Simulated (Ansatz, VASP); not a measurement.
# Sn in VASP and in Ansatz

INCAR

```
ALGO = Fast
EDIFF = 1E-7
ENCUT = 520
GGA = PS
ISIF = 2
ISMEAR = 0
IVDW = 12
LASPH = True
LCHARG = False
LREAL = False
LWAVE = False
NBANDS = 13
NELM = 80
PREC = Accurate
SIGMA = 0.15
```

Contents of KPOINTS:

```
k-points
0
Gamma
  22 22 22
```

File POSCAR:

```
Sn
1.0
   -1.6725489275      1.7200244133      2.4917424655
    1.6725489275     -1.7200244133      2.4917424655
    1.6725489275      1.7200244133     -2.4917424655
Sn
1
Direct
    0.0000000000      0.0000000000      0.0000000000
```

Input for Ansatz:

```yaml
crystal:
  lattice:
    - [-1.6725489275, 1.7200244133, 2.4917424655]
    - [1.6725489275, -1.7200244133, 2.4917424655]
    - [1.6725489275, 1.7200244133, -2.4917424655]
  atoms:
    - { symbol: Sn, position: [0.0, 0.0, 0.0] }
basis:
  ecutwfc: 420
kpoints:
  mp_grid: { grid: [22, 22, 22] }
hamiltonian:
  xc: pbesol
  dispersion: d3bj
scf:
  occupations: { method: gaussian, width: 0.15 }
output:
  forces: true
  stress: true
  eigenvalues: true
```

Alike in both runs: task single point; functional PBEsol; dispersion D3(BJ); k mesh 22 × 22 × 22; occupations gaussian, width 0.15 eV; no spin polarisation.

|  | VASP | Ansatz |
| --- | --- | --- |
| version | VASP 6.6.1 | Ansatz 0.2.0 |
| potentials or method | VASP PAW PBE potentials, release 64 (Sn_d), cutoff 520 eV | scalar-relativistic, plane waves, PAW |
| valence electrons in the cell | 14 | 14 |

```tsv
	VASP	Ansatz	Ansatz less VASP
gap on the k mesh at the Fermi level (eV)	none	none	-
pressure (GPa)	-5.8	-5.7	+0.05
traceless stress, the component that is largest in VASP (GPa)	0.52	0.52	-0.001
```

VASP's potentials were made for PBE, not for PBEsol. A gap of «none» marks a metal or a gap that the smearing closes.
